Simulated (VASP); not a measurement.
# Mo (P6/mmm) in VASP: further runs

Mo is run at these levels: LDA; tasks: single point.

Everything below comes from runs of VASP 6.6.1. Logs are shortened: lines on timing, memory, paths and dates and some standing lists are left out, and cuts for length are marked.

## Step 1: The cell of the first run

It takes space group P6/mmm (No. 191, hexagonal). Conventional cell: a = 2.777 Å, b = 2.777 Å, c = 2.632 Å, α = 90.00°, β = 90.00°, γ = 120.00°. Mo (site symmetry 6/mmm) has 8 Mo at 2.63 to 2.78 Å within 3.5 Å.

## Step 2: Single point, LDA (strain +0.015 along x and y, +0.030 along z)

File INCAR:

```
SYSTEM = Mo
PREC = Accurate ; ENCUT = 520
EDIFF = 1E-6 ; ISMEAR = 0
SIGMA = 0.15 ; LREAL = .FALSE.
LASPH = .TRUE. ; NELM = 80
ALGO = Normal ; ISIF = 2
LWAVE = .FALSE. ; LCHARG = .FALSE.
NBANDS = 13
```

File KPOINTS:

```
Automatic mesh
0
G
  18 18 18
  0 0 0
```

File POSCAR:

```
Mo
1.0
    2.7765430532      0.0000000000      0.0000000000
   -1.3882715266      2.4045568187      0.0000000000
    0.0000000000      0.0000000000      2.6318361210
Mo
1
Direct
    0.0000000000      0.0000000000      0.5000000000
```

Potentials or basis: VASP PAW LDA potentials, release 64 (Mo_sv).

On the command line:

```sh
$ cat potpaw_LDA.64/Mo_sv/POTCAR > POTCAR
$ mpirun -np 1 vasp_std > vasp.out
```

OUTCAR:

```text
SYSTEM = Mo
   PREC = Accurate
   ENCUT = 520
   EDIFF = 1E-6
   ISMEAR = 0
   LREAL = .FALSE.
   LASPH = .TRUE.
   NELM = 80
   ISIF = 2

 ion  position               nearest neighbor table
   1  0.000  0.000  0.500-

  LATTYP: Found a hexagonal cell.
 ALAT       =     2.7765430532
 C/A-ratio  =     0.9478823381

  Lattice vectors:

 A1 = (   2.7765430532,   0.0000000000,   0.0000000000)
 A2 = (  -1.3882715266,   2.4045568187,   0.0000000000)
 A3 = (   0.0000000000,   0.0000000000,   2.6318361210)

Analysis of symmetry for initial positions (statically):
=====================================================================
 Subroutine PRICEL returns:
 Original cell was already a primitive cell.

 Routine SETGRP: Setting up the symmetry group for a
 hexagonal supercell.

 Subroutine GETGRP returns: Found 24 space group operations
 (whereof 24 operations were pure point group operations)
 out of a pool of 24 trial point group operations.

The static configuration has the point symmetry D_6h.

Analysis of symmetry for dynamics (positions and initial velocities):
=====================================================================
 Subroutine PRICEL returns:
 Original cell was already a primitive cell.

 Routine SETGRP: Setting up the symmetry group for a
 hexagonal supercell.

 Subroutine GETGRP returns: Found 24 space group operations
 (whereof 24 operations were pure point group operations)
 out of a pool of 24 trial point group operations.

The dynamic configuration has the point symmetry D_6h.

 Subroutine INISYM returns: Found 24 space group operations
 (whereof 24 operations are pure point group operations),
 and found     1 'primitive' translations

----------------------------------------------------------------------------------------

                                     Primitive cell

  volume of cell :      17.5711

  direct lattice vectors                    reciprocal lattice vectors
     2.776543053  0.000000000  0.000000000     0.360160091  0.207938526  0.000000000
    -1.388271527  2.404556819  0.000000000     0.000000000  0.415877052  0.000000000
     0.000000000  0.000000000  2.631836121     0.000000000  0.000000000  0.379962868

  length of vectors
     2.776543053  2.776543053  2.631836121     0.415877052  0.415877052  0.379962868

  position of ions in fractional coordinates (direct lattice)
     0.000000000  0.000000000  0.500000000

  ion indices of the primitive-cell ions
   primitive index   ion index
                 1           1

----------------------------------------------------------------------------------------

 KPOINTS: Automatic mesh

Automatic generation of k-mesh.
 Grid dimensions read from file:
 generate k-points for:   18   18   18

 Generating k-lattice:

  Cartesian coordinates                     Fractional coordinates (reciprocal lattice)
     0.020008894  0.011552140  0.000000000     0.055555556  0.000000000  0.000000000
     0.000000000  0.023104281  0.000000000     0.000000000  0.055555556  0.000000000
     0.000000000  0.000000000  0.021109048     0.000000000  0.000000000  0.055555556

  Length of vectors
     0.023104281  0.023104281  0.021109048

  Shift w.r.t. Gamma in fractional coordinates (k-lattice)
     0.000000000  0.000000000  0.000000000

 Subroutine IBZKPT returns following result:
 ===========================================

 Found    370 irreducible k-points:

 Following reciprocal coordinates:
            Coordinates               Weight
  0.000000  0.000000  0.000000      1.000000
  0.055556  0.000000  0.000000      6.000000
  0.111111  0.000000  0.000000      6.000000
  0.166667  0.000000  0.000000      6.000000
  0.222222  0.000000  0.000000      6.000000
  0.277778  0.000000  0.000000      6.000000
[... 16 lines left out ...]
  0.333333  0.111111  0.000000     12.000000
  0.388889  0.111111  0.000000     12.000000
 [... further k-points ...]
   k-points           NKPTS =    370   k-points in BZ     NKDIM =    370   number of bands    NBANDS=     13
   number of dos      NEDOS =    301   number of ions     NIONS =      1
   total plane-waves  NPLWV =  11520
   dimension x,y,z NGX =    24 NGY =   24 NGZ =   20
   dimension x,y,z NGXF=    48 NGYF=   48 NGZF=   40
   ions per type =               1
   NGX,Y,Z   is equivalent  to a cutoff of  14.37, 14.37, 12.63 a.u.
   NGXF,Y,Z  is equivalent  to a cutoff of  28.74, 28.74, 25.27 a.u.
 SYSTEM =  Mo
   PREC   = accura    normal or accurate (medium, high low for compatibility)
   ISTART =      0    job   : 0-new  1-cont  2-samecut
   ICHARG =      2    charge: 1-file 2-atom 10-const
   ISPIN  =      1    spin polarized calculation?
   LNONCOLLINEAR =      F non collinear calculations
   LSORBIT =      F    spin-orbit coupling
   LASPH  =      T    aspherical Exc in radial PAW
   ENCUT  =  520.0 eV  38.22 Ry    6.18 a.u.   5.16  5.16  4.89*2*pi/ulx,y,z
   NELM   =     80;   NELMIN=  2; NELMDL= -5     # of ELM steps
   EDIFF  = 0.1E-05   stopping-criterion for ELM
   LREAL  =      F    real-space projection
   EDIFFG = 0.1E-04   stopping-criterion for IOM
   NSW    =      0    number of steps for IOM
   IBRION =     -1    ionic relax: 0-MD 1-quasi-New 2-CG
   NFREE  =      0    steps in history (QN), initial steepest desc. (CG)
   ISIF   =      2    stress and relaxation
   ISYM   =      2    0-nonsym 1-usesym 2-fastsym
   POTIM  = 0.5000    time-step for ionic-motion
   TEBEG  =    0.0;   TEEND  =   0.0 temperature during run
   PSTRESS=    0.0 pullay stress
   NELECT =      14.0000    total number of electrons
   NUPDOWN=      -1.0000    fix difference up-down
   EMIN   =  10.00;   EMAX   =-10.00  energy-range for DOS
   EFERMI =   0.00;   METHOD = LEGACY
   ISMEAR =     0;   SIGMA  =   0.15  broadening in eV -4-tet -1-fermi 0-gaus
   EFERMI_NEDOS =   21; number of points for ismear=-14 and -15
   IALGO  =     38    algorithm
   IMIX   =      4    mixing-type and parameters
     AMIX     =   0.40;   BMIX     =  1.00
     AMIX_MAG =   1.60;   BMIX_MAG =  1.00
  volume/ion in A,a.u.               =      17.57       118.58
  Fermi-wavevector in a.u.,A,eV,Ry     =   1.517696  2.868029 31.339669  2.303401
  Thomas-Fermi vector in A             =   2.626916
   LORBIT       =      0    0 simple, 1 ext, 2 COOP (PROOUT), +10 PAW based schemes
   GGA     = CA    functional components
   LHFCALC =     F    Hartree Fock is set to
   AEXX    =    0.0000 exact exchange contribution
   IVDW    =     0    specifies the selected vdW correction
   LEPSILON=     F    determine dielectric tensor
   LRPA    =     F    only Hartree local field effects (RPA)
 non-spin polarized calculation
 Gauss-broadening in eV      SIGMA  =   0.15
  energy-cutoff  :      520.00
  volume of cell :       17.57
 maximum number of plane-waves:       483
 NGX is ok and might be reduce to    24
   NGX = 11   NGY = 11   NGZ =  9

 number of electron      14.0000001 magnetization

 Free energy of the ion-electron system (eV)
  ---------------------------------------------------
  ext. energy  EPLUGINS =         0.00000000
  ---------------------------------------------------
  free energy    TOTEN  =       -11.13880129 eV

  energy without entropy =      -11.12941579  energy(sigma->0) =      -11.13410854

 E-fermi :  10.5682     XC(G=0): -12.8691

 val. band max:       10.5681006469   @ k =   0.4444   0.0000   0.3889
 cond. band min:      10.5720296044   @ k =   0.1667   0.1111   0.5000
 fundamental gap:      0.0039289575
 Fermi energy:        10.5682062726

 k-point     1 :       0.0000    0.0000    0.0000
  band No.  band energies     occupation
      1     -50.1363      2.00000
      2     -23.7274      2.00000
      3     -23.6838      2.00000
      4     -23.6838      2.00000
      5       3.9644      2.00000
      6       6.5635      2.00000
      7       9.7434      2.00000
      8       9.7434      2.00000
      9      14.2563      0.00000
     10      14.2563      0.00000
     11      23.6338      0.00000
     12      25.3946      0.00000
     13      30.5253      0.00000

 k-point     2 :       0.0556    0.0000    0.0000
  band No.  band energies     occupation
      1     -50.1306      2.00000
      2     -23.7233      2.00000
      3     -23.7226      2.00000
      4     -23.6925      2.00000
      5       4.0796      2.00000
      6       6.6144      2.00000
      7       9.6311      2.00000
      8       9.8488      2.00000
      9      14.1285      0.00000
     10      14.2357      0.00000
     11      23.8913      0.00000
     12      25.6310      0.00000
     13      29.8096      0.00000

 k-point     3 :       0.1111    0.0000    0.0000
  band No.  band energies     occupation
      1     -50.1142      2.00000
      2     -23.8333      2.00000
      3     -23.7176      2.00000
      4     -23.7114      2.00000
      5       4.4084      2.00000
      6       6.7619      2.00000
      7       9.3420      2.00000
      8      10.1603      1.99988
      9      13.7827      0.00000
     10      14.1769      0.00000
     11      24.5803      0.00000
     12      26.2948      0.00000
     13      28.4359      0.00000

 k-point     4 :       0.1667    0.0000    0.0000
  band No.  band energies     occupation
      1     -50.0889      2.00000
      2     -24.0004      2.00000
      3     -23.7557      2.00000
      4     -23.6931      2.00000
      5       4.8971      2.00000
      6       6.9786      2.00000
      7       9.0097      2.00000
      8      10.6648      0.36245
      9      13.3049      0.00000
     10      14.0882      0.00000
     11      25.2760      0.00000
     12      27.2649      0.00000
     13      27.2727      0.00000

 k-point     5 :       0.2222    0.0000    0.0000
  band No.  band energies     occupation
      1     -50.0578      2.00000
      2     -24.2015      2.00000
      3     -23.8021      2.00000
      4     -23.6705      2.00000
      5       5.4484      2.00000
      6       7.1660      2.00000
      7       8.8641      2.00000
      8      11.3378      0.00000
      9      12.7831      0.00000
     10      13.9817      0.00000
     11      24.6608      0.00000
     12      27.5378      0.00000
     13      27.6953      0.00000

 k-point     6 :       0.2778    0.0000    0.0000
  band No.  band energies     occupation
      1     -50.0244      2.00000
      2     -24.4112      2.00000
      3     -23.8510      2.00000
      4     -23.6465      2.00000
      5       5.9155      2.00000
      6       7.2003      2.00000
      7       9.1643      2.00000
      8      12.1401      0.00000
      9      12.2858      0.00000
     10      13.8708      0.00000
     11      23.3707      0.00000
     12      26.6495      0.00000
     13      28.2539      0.00000

 k-point     7 :       0.3333    0.0000    0.0000
  band No.  band energies     occupation
      1     -49.9929      2.00000
      2     -24.6043      2.00000
      3     -23.8966      2.00000
      4     -23.6238      2.00000
      5       6.1233      2.00000
      6       7.2468      2.00000
      7       9.8511      2.00000
      8      11.8602      0.00000
      9      13.0087      0.00000
     10      13.7689      0.00000
     11      22.1311      0.00000
     12      25.6042      0.00000
     13      28.2524      0.00000
[... 193 lines left out ...]
 k-point    20 :       0.1667    0.1111    0.0000
  band No.  band energies     occupation
      1     -50.0456      2.00000
      2     -24.2514      2.00000
      3     -23.8494      2.00000
      4     -23.6617      2.00000
      5       5.7344      2.00000
      6       7.3924      2.00000
      7       8.4459      2.00000
      8      11.8050      0.00000
      9      12.6625      0.00000
     10      13.8523      0.00000
     11      24.7502      0.00000
     12      25.6052      0.00000
     13      28.9603      0.00000

 k-point    21 :       0.2222    0.1111    0.0000
  band No.  band energies     occupation
      1     -50.0142      2.00000
      2     -24.4318      2.00000
      3     -23.9122      2.00000
      4     -23.6391      2.00000
      5       6.2454      2.00000
      6       7.4374      2.00000
      7       8.6072      2.00000
      8      12.2433      0.00000
      9      12.6936      0.00000
     10      13.6994      0.00000
     11      23.3569      0.00000
     12      25.0126      0.00000
     13      29.5747      0.00000

 k-point    22 :       0.2778    0.1111    0.0000
  band No.  band energies     occupation
      1     -49.9845      2.00000
      2     -24.5984      2.00000
      3     -23.9709      2.00000
      4     -23.6177      2.00000
      5       6.5350      2.00000
      6       7.3735      2.00000
      7       9.2353      2.00000
      8      11.8810      0.00000
      9      13.5583      0.00000
     10      13.6418      0.00000
     11      22.0444      0.00000
     12      24.2290      0.00000
     13      28.7386      0.00000

 k-point    23 :       0.3333    0.1111    0.0000
  band No.  band energies     occupation
      1     -49.9602      2.00000
      2     -24.7323      2.00000
      3     -24.0186      2.00000
      4     -23.6003      2.00000
      5       6.5142      2.00000
      6       7.5007      2.00000
      7      10.0001      2.00000
      8      11.6040      0.00000
      9      13.4452      0.00000
     10      14.5382      0.00000
     11      20.9128      0.00000
     12      23.4204      0.00000
     13      27.9470      0.00000

 k-point    24 :       0.3889    0.1111    0.0000
  band No.  band energies     occupation
      1     -49.9442      2.00000
      2     -24.8188      2.00000
      3     -24.0495      2.00000
      4     -23.5888      2.00000
      5       6.4105      2.00000
      6       7.6608      2.00000
      7      10.6354      0.52627
      8      11.4309      0.00000
      9      13.3725      0.00000
     10      15.2184      0.00000
     11      20.0989      0.00000
     12      22.7809      0.00000
     13      27.4615      0.00000

 [... further k-points ...]
[... 5 lines left out ...]
  --------------------------------------------------------------------------------------
  -------------------------------------------------------------------------------------
  Total       -1.5920436     -1.5920436     -2.6779186     -0.0000000      0.0000000      0.0000000
  in kB     -145.1667807   -145.1667807   -244.1797562     -0.0000000      0.0000000      0.0000000
  external PRESSURE =    -178.1711059 kB  Pullay stress =       0.0000000 kB

 VOLUME and BASIS-vectors are now :
 -----------------------------------------------------------------------------
  energy-cutoff  :      520.00
  volume of cell :       17.57
      direct lattice vectors                 reciprocal lattice vectors
     2.776543053  0.000000000  0.000000000     0.360160091  0.207938526  0.000000000
    -1.388271527  2.404556819  0.000000000     0.000000000  0.415877052  0.000000000
     0.000000000  0.000000000  2.631836121     0.000000000  0.000000000  0.379962868

 POSITION                                       TOTAL-FORCE (eV/Angst)
 -----------------------------------------------------------------------------------
      0.00000      0.00000      1.31592        -0.000000      0.000000      0.000000
 -----------------------------------------------------------------------------------
    total drift:                                0.000000      0.000000     -0.000000

  FREE ENERGIE OF THE ION-ELECTRON SYSTEM (eV)
  ---------------------------------------------------
  free  energy   TOTEN  =       -11.1388012862 eV

  energy  without entropy=      -11.1294157893  energy(sigma->0) =      -11.13410854
```

Wall time 19 s (1 thread of Intel Xeon 6975P-C (Granite Rapids), shared host); peak memory 0.18 GiB.

Results:

* Free energy: -11.1388 eV
* Pressure: -17.8 GPa
* Band gap on the k mesh: zero (band 7 reaches 11.32 eV, above the bottom of band 8 at 9.74 eV)

Caveat: the cell differs from its parent crystal (strain +0.015 along x and y, +0.030 along z).

## Step 3: Single point, LDA (strain +0.030 along x and y, +0.015 along z)

File INCAR:

```
PREC     = Accurate       # precision mode
ENCUT    = 520            # plane-wave cutoff, eV
EDIFF    = 1E-7           # SCF threshold, eV
ISMEAR   = 0              # smearing method
SIGMA    = 0.15           # smearing width, eV
LREAL    = False          # projectors in reciprocal space
LASPH    = True           # aspherical terms in the spheres
NELM     = 100            # most SCF steps
ALGO     = Normal         # electronic algorithm
ISIF     = 2              # what is computed and relaxed
LWAVE    = False          # write WAVECAR
LCHARG   = False          # write CHGCAR
GGA      = CA             # functional
NBANDS   = 13             # bands
```

File KPOINTS:

```
Automatic mesh
0
Gamma
  18 18 18
```

File POSCAR:

```
Mo
1.0
    2.8175757091      0.0000000000      0.0000000000
   -1.4087878546      2.4400921412      0.0000000000
    0.0000000000      0.0000000000      2.5935084105
Mo
1
Direct
    0.0000000000      0.0000000000      0.5000000000
```

Potentials or basis: VASP PAW LDA potentials, release 64 (Mo_sv).

On the command line:

```sh
$ cat potpaw_LDA.64/Mo_sv/POTCAR > POTCAR
$ mpirun -np 1 vasp_std > vasp.out
```

It took 18 s on 1 thread of Intel Xeon 6975P-C (Granite Rapids), shared host; peak memory 0.18 GiB.

It converged, with:

* Free energy: -11.1218 eV
* Pressure: -20.2 GPa
* Band gap on the k mesh: zero (band 7 reaches 11.20 eV, above the bottom of band 8 at 9.51 eV)

Stress tensor (GPa, compression positive):
```
-19.23   0.00   0.00
  0.00 -19.23   0.00
  0.00   0.00 -22.25
```

Levels at points of the mesh, in eV from the Fermi level:
| k point | band 3 | band 4 | band 5 | band 6 | band 7 | band 8 | band 9 | band 10 | band 11 | band 12 |
| --- | --- | --- | --- | --- | --- | --- | --- | --- | --- | --- |
| (0.00, 0.00, 0.00) | -34.27 | -34.14 | -6.48 | -3.92 | -0.77 | -0.77 | 3.77 | 3.77 | 12.92 | 15.52 |
| (0.50, 0.00, 0.00) | -34.51 | -34.03 | -4.45 | -2.97 | 0.92 | 1.12 | 3.20 | 3.94 | 9.13 | 12.72 |
| (0.00, 0.00, 0.50) | -34.12 | -34.12 | -3.43 | 0.01 | 0.01 | 0.19 | 0.61 | 0.61 | 9.47 | 15.99 |
| (0.50, 0.00, 0.50) | -35.11 | -34.36 | -4.78 | -2.95 | -0.49 | 4.27 | 5.58 | 6.27 | 6.70 | 15.60 |

Caveat: the cell differs from its parent crystal (strain +0.030 along x and y, +0.015 along z).

(Continued in part 2 of 2.)
